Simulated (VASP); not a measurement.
Sb, 3 atoms in the cell. The cell holds a slab with vacuum, 3 atoms: a = 3.389 Å, b = 3.389 Å, c = 21.534 Å, α = 90.00°, β = 90.00°, γ = 120.00°. 

| Item | Value |
| --- | --- |
| Program | VASP 6.6.1 |
| Task | relaxation of the atoms |
| Functional | PBE |
| Potentials or basis | VASP PAW PBE potentials, release 64 (Sb) |
| Cutoff | 520 eV |
| k mesh | 11 × 11 × 1 |
| Occupations | fermi-dirac, width 0.1 eV |
| Spin | no spin polarisation |
| Dipole correction | yes |
| Further INCAR settings | ALGO = Normal; EDIFF = 1e-06; IBRION = 2; EDIFFG = -0.01; NSW = 32 |

Potentials or basis: VASP PAW PBE potentials, release 64 (Sb).

The run is started by

```bash
$ cat potpaw_PBE.64/Sb/POTCAR > POTCAR
$ mpirun -np 1 vasp_std > vasp.out
```

Hardware: 1 thread of AMD EPYC 9R45 96-Core Processor (Zen 5) (shared host).

Estimate the wall time of this run.

Run time: 33 s on 1 thread of AMD EPYC 9R45 96-Core Processor (Zen 5) (shared host), peak memory 0.31 GiB. Counts: scf iterations 20, k points 16, ion steps 1.
